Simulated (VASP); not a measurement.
# Ga (Fd-3m) in VASP: further runs

The runs below take Ga through single point, with PBE.

All numbers are computed with VASP 6.6.1; they aren't measurements. Logs are shortened: lines on timing, memory, paths and dates and some standing lists are left out, and cuts for length are marked.

## Step 1: The cell of the first run

Symmetry: Fd-3m, No. 227, cubic system. Conventional cell: a = 4.562 Å, b = 4.562 Å, c = 4.562 Å, α = 90.00°, β = 90.00°, γ = 90.00°. Ga (site symmetry -43m) has 4 Ga at 1.98 Å within 2.6 Å.

This isn't the form of Ga at room conditions, which is orthorhombic.

## Step 2: Single point, PBE

File INCAR:

```
SYSTEM = Ga
ALGO = Normal
EDIFF = 1E-7
ENCUT = 520
GGA = PE
ISIF = 2
ISMEAR = -1
LASPH = .True.
LCHARG = .True.
LELF = .True.
LREAL = .False.
LVHAR = .True.
LWAVE = .False.
NBANDS = 20
NELM = 60
PREC = Accurate
SIGMA = 0.1
```

File KPOINTS:

```
k-points
0
Gamma
  14 14 14
  0 0 0
```

File POSCAR:

```
Ga
1.0
    0.0000000000      2.2808209078      2.2808209078
    2.2808209078      0.0000000000      2.2808209078
    2.2808209078      2.2808209078      0.0000000000
Ga
2
Direct
   -0.1250000000     -0.1250000000     -0.1250000000
    0.1250000000      0.1250000000      0.1250000000
```

Potentials or basis: VASP PAW PBE potentials, release 64 (Ga_d).

Launch:

```sh
cat potpaw_PBE.64/Ga_d/POTCAR > POTCAR
mpirun -np 1 vasp_std > vasp.out
```

OUTCAR:

```text
SYSTEM = Ga
   EDIFF = 1E-7
   ENCUT = 520
   GGA = PE
   ISIF = 2
   ISMEAR = -1
   LASPH = .True.
   LREAL = .False.
   NELM = 60
   PREC = Accurate

 ion  position               nearest neighbor table
   1  0.875  0.875  0.875-   2 1.98   2 1.98   2 1.98   2 1.98
   2  0.125  0.125  0.125-   1 1.98   1 1.98   1 1.98   1 1.98

  LATTYP: Found a face centered cubic cell.
 ALAT       =     4.5616418156

  Lattice vectors:

 A1 = (   0.0000000000,   2.2808209078,   2.2808209078)
 A2 = (   2.2808209078,   0.0000000000,   2.2808209078)
 A3 = (   2.2808209078,   2.2808209078,   0.0000000000)

Analysis of symmetry for initial positions (statically):
=====================================================================
 Subroutine PRICEL returns:
 Original cell was already a primitive cell.

 Routine SETGRP: Setting up the symmetry group for a
 face centered cubic supercell.

 Subroutine GETGRP returns: Found 48 space group operations
 (whereof 12 operations were pure point group operations)
 out of a pool of 48 trial point group operations.

The static configuration has the point symmetry D_3d.
 The point group associated with its full space group is O_h .

Analysis of symmetry for dynamics (positions and initial velocities):
=====================================================================
 Subroutine PRICEL returns:
 Original cell was already a primitive cell.

 Routine SETGRP: Setting up the symmetry group for a
 face centered cubic supercell.

 Subroutine GETGRP returns: Found 48 space group operations
 (whereof 12 operations were pure point group operations)
 out of a pool of 48 trial point group operations.

The dynamic configuration has the point symmetry D_3d.
 The point group associated with its full space group is O_h .

 Subroutine INISYM returns: Found 48 space group operations
 (whereof 12 operations are pure point group operations),
 and found     1 'primitive' translations

----------------------------------------------------------------------------------------

                                     Primitive cell

  volume of cell :      23.7303

  direct lattice vectors                    reciprocal lattice vectors
     0.000000000  2.280820908  2.280820908    -0.219219316  0.219219316  0.219219316
     2.280820908  0.000000000  2.280820908     0.219219316 -0.219219316  0.219219316
     2.280820908  2.280820908  0.000000000     0.219219316  0.219219316 -0.219219316

  length of vectors
     3.225567861  3.225567861  3.225567861     0.379698994  0.379698994  0.379698994

  position of ions in fractional coordinates (direct lattice)
     0.875000000  0.875000000  0.875000000
[... 72 lines left out ...]
   ISPIN  =      1    spin polarized calculation?
   LNONCOLLINEAR =      F non collinear calculations
   LSORBIT =      F    spin-orbit coupling
   LASPH  =      T    aspherical Exc in radial PAW
   ENCUT  =  520.0 eV  38.22 Ry    6.18 a.u.   6.00  6.00  6.00*2*pi/ulx,y,z
   NELM   =     60;   NELMIN=  2; NELMDL= -5     # of ELM steps
   EDIFF  = 0.1E-06   stopping-criterion for ELM
   LREAL  =      F    real-space projection
   EDIFFG = 0.1E-05   stopping-criterion for IOM
   NSW    =      0    number of steps for IOM
   IBRION =     -1    ionic relax: 0-MD 1-quasi-New 2-CG
   NFREE  =      0    steps in history (QN), initial steepest desc. (CG)
   ISIF   =      2    stress and relaxation
   ISYM   =      2    0-nonsym 1-usesym 2-fastsym
   POTIM  = 0.5000    time-step for ionic-motion
   TEBEG  =    0.0;   TEEND  =   0.0 temperature during run
   PSTRESS=    0.0 pullay stress
   NELECT =      26.0000    total number of electrons
   NUPDOWN=      -1.0000    fix difference up-down
   EMIN   =  10.00;   EMAX   =-10.00  energy-range for DOS
   EFERMI =   0.00;   METHOD = LEGACY
   ISMEAR =    -1;   SIGMA  =   0.10  broadening in eV -4-tet -1-fermi 0-gaus
   EFERMI_NEDOS =   21; number of points for ismear=-14 and -15
   IALGO  =     38    algorithm
   IMIX   =      4    mixing-type and parameters
     AMIX     =   0.40;   BMIX     =  1.00
     AMIX_MAG =   1.60;   BMIX_MAG =  1.00
  volume/ion in A,a.u.               =      11.87        80.07
  Fermi-wavevector in a.u.,A,eV,Ry     =   1.687711  3.189311 38.754408  2.848369
  Thomas-Fermi vector in A             =   2.770148
   LORBIT       =      0    0 simple, 1 ext, 2 COOP (PROOUT), +10 PAW based schemes
   GGA     = PE    functional components
   LHFCALC =     F    Hartree Fock is set to
   AEXX    =    0.0000 exact exchange contribution
   IVDW    =     0    specifies the selected vdW correction
   LEPSILON=     F    determine dielectric tensor
   LRPA    =     F    only Hartree local field effects (RPA)
 non-spin polarized calculation
  energy-cutoff  :      520.00
  volume of cell :       23.73
 maximum number of plane-waves:       652
   NGX = 11   NGY = 11   NGZ = 11

 number of electron      25.9999970 magnetization

 Free energy of the ion-electron system (eV)
  ---------------------------------------------------
  ext. energy  EPLUGINS =         0.00000000
  ---------------------------------------------------
  free energy    TOTEN  =         1.54261362 eV

  energy without entropy =        1.56313241  energy(sigma->0) =        1.55287301

 E-fermi :  10.0557     XC(G=0): -13.2681

 val. band max:       10.0225191232   @ k =   0.4286   0.2857   0.0714
 cond. band min:      10.0978485235   @ k =  -0.4286   0.1429   0.0000
 fundamental gap:      0.0753294003
 Fermi energy:        10.0556591596

 k-point     1 :       0.0000    0.0000    0.0000
  band No.  band energies     occupation
      1      -6.8981      2.00000
      2      -6.8981      2.00000
      3      -6.8981      2.00000
      4      -6.8247      2.00000
      5      -6.8247      2.00000
      6      -5.4660      2.00000
[... 541 lines left out ...]
     19      24.9432      0.00000
     20      26.3284      0.00000

 [... further k-points ...]
[... 5 lines left out ...]
  --------------------------------------------------------------------------------------
  -------------------------------------------------------------------------------------
  Total       24.3832906     24.3832906     24.3832906      0.0000000     -0.0000000     -0.0000000
  in kB     1646.2634834   1646.2634834   1646.2634834      0.0000000     -0.0000000     -0.0000000
  external PRESSURE =    1646.2634834 kB  Pullay stress =       0.0000000 kB

 VOLUME and BASIS-vectors are now :
 -----------------------------------------------------------------------------
  energy-cutoff  :      520.00
  volume of cell :       23.73
      direct lattice vectors                 reciprocal lattice vectors
     0.000000000  2.280820908  2.280820908    -0.219219316  0.219219316  0.219219316
     2.280820908  0.000000000  2.280820908     0.219219316 -0.219219316  0.219219316
     2.280820908  2.280820908  0.000000000     0.219219316  0.219219316 -0.219219316

 POSITION                                       TOTAL-FORCE (eV/Angst)
 -----------------------------------------------------------------------------------
      3.99144      3.99144      3.99144        -0.000000     -0.000000     -0.000000
      0.57021      0.57021      0.57021         0.000000      0.000000      0.000000
 -----------------------------------------------------------------------------------
    total drift:                                0.000000      0.000000      0.000000

  FREE ENERGIE OF THE ION-ELECTRON SYSTEM (eV)
  ---------------------------------------------------
  free  energy   TOTEN  =         1.5426136190 eV

  energy  without entropy=        1.5631324055  energy(sigma->0) =        1.55287301
```

OSZICAR:

```text
N       E                     dE             d eps       ncg     rms          rms(c)
DAV:   1     0.133075741792E+03    0.13308E+03   -0.12794E+04  4712   0.279E+03
DAV:   2     0.112802760196E+02   -0.12180E+03   -0.11782E+03  4240   0.392E+02
DAV:   3     0.160836777653E+01   -0.96719E+01   -0.96278E+01  4680   0.953E+01
DAV:   4     0.147541835505E+01   -0.13295E+00   -0.13290E+00  4680   0.114E+01
DAV:   5     0.147307107740E+01   -0.23473E-02   -0.23472E-02  5088   0.145E+00    0.370E+00
DAV:   6     0.149707833026E+01    0.24007E-01   -0.72573E-02  5460   0.677E+00    0.205E+00
DAV:   7     0.154075842370E+01    0.43680E-01   -0.29352E-02  5096   0.360E+00    0.293E-01
DAV:   8     0.154272276682E+01    0.19643E-02   -0.13742E-02  4732   0.179E+00    0.409E-02
DAV:   9     0.154261385248E+01   -0.10891E-03   -0.10706E-03  5480   0.369E-01    0.307E-02
DAV:  10     0.154261506140E+01    0.12089E-05   -0.82673E-05  4972   0.128E-01    0.109E-02
DAV:  11     0.154261366306E+01   -0.13983E-05   -0.90220E-06  5200   0.617E-02    0.825E-04
DAV:  12     0.154261361901E+01   -0.44049E-07   -0.70178E-07  5076   0.837E-03
   1 F= 0.15426136E+01 E0= 0.15528730E+01  d E =-.205188E-01
```

stdout:

```text
POSCAR found type information on POSCAR Ga
 POSCAR found :  1 types and       2 ions
 scaLAPACK will be used
 LDA part: xc-table for (Slater+PW92), standard interpolation
 POSCAR, INCAR and KPOINTS ok, starting setup
 FFT: planning ... GRIDC
 FFT: planning ... GRID_SOFT
 FFT: planning ... GRID
 WAVECAR not read
 entering main loop
```

Run time: 41 s. Hardware: 1 thread of Intel Xeon 8259CL, shared host; peak memory 0.16 GiB.

What came out:

```yaml
Free_energy: 1.5426 eV
Pressure: 164.6 GPa
Band_gap_on_the_k_mesh: zero (bands 13 and 14 overlap by 9.79 eV)
```

Levels at points of the mesh, in eV from the Fermi level:
```tsv
k point	band 11	band 12	band 13	band 14	band 15	band 16
(0.00, 0.00, 0.00)	-14.94	6.07	6.07	6.07	7.51	7.51
(0.50, 0.00, 0.00)	-9.53	-8.29	2.71	2.71	8.23	8.23
(0.50, 0.50, 0.00)	-7.30	-7.30	-1.46	-1.46	3.99	3.99
```

Caveat: the cell stands under pressure.

## Step 3: Single point, PBE

File INCAR:

```
ALGO = Normal
EDIFF = 1E-7
ENCUT = 520
GGA = PE
ISIF = 2
ISMEAR = -1
LASPH = True
LCHARG = True
LELF = True
LREAL = False
LVHAR = True
LWAVE = False
NBANDS = 20
NELM = 60
PREC = Accurate
SIGMA = 0.1
```

File KPOINTS:

```
k-points
0
Gamma
  14 14 14
```

File POSCAR:

```
Ga
1.0
    0.0000000000      2.2811248773      2.2811248773
    2.2811248773      0.0000000000      2.2811248773
    2.2811248773      2.2811248773      0.0000000000
Ga
2
Direct
   -0.1250000000     -0.1250000000     -0.1250000000
    0.1250000000      0.1250000000      0.1250000000
```

Potentials or basis: VASP PAW PBE potentials, release 64 (Ga_d).

Launch:

```sh
cat potpaw_PBE.64/Ga_d/POTCAR > POTCAR
mpirun -np 1 vasp_std > vasp.out
```

It took 52 s on 1 thread of Intel Xeon 8259CL, shared host; peak memory 0.16 GiB.

The run converged. Its results:

```
Free energy            : 1.5329 eV
Pressure               : 164.4 GPa
Band gap on the k mesh : zero (bands 13 and 14 overlap by 9.79 eV)
```

Levels at points of the mesh, in eV from the Fermi level:
```tsv
k point	band 9	band 10	band 11	band 12	band 13	band 14	band 15	band 16	band 17	band 18
(0.00, 0.00, 0.00)	-15.03	-15.03	-14.94	6.07	6.07	6.07	7.51	7.51	7.51	12.12
(0.50, 0.00, 0.00)	-15.05	-15.05	-9.53	-8.29	2.71	2.71	8.22	8.22	8.96	9.78
(0.50, 0.50, 0.00)	-14.95	-14.95	-7.30	-7.30	-1.46	-1.46	3.99	3.99	21.50	21.50
```

Caveat: the cell stands under pressure.
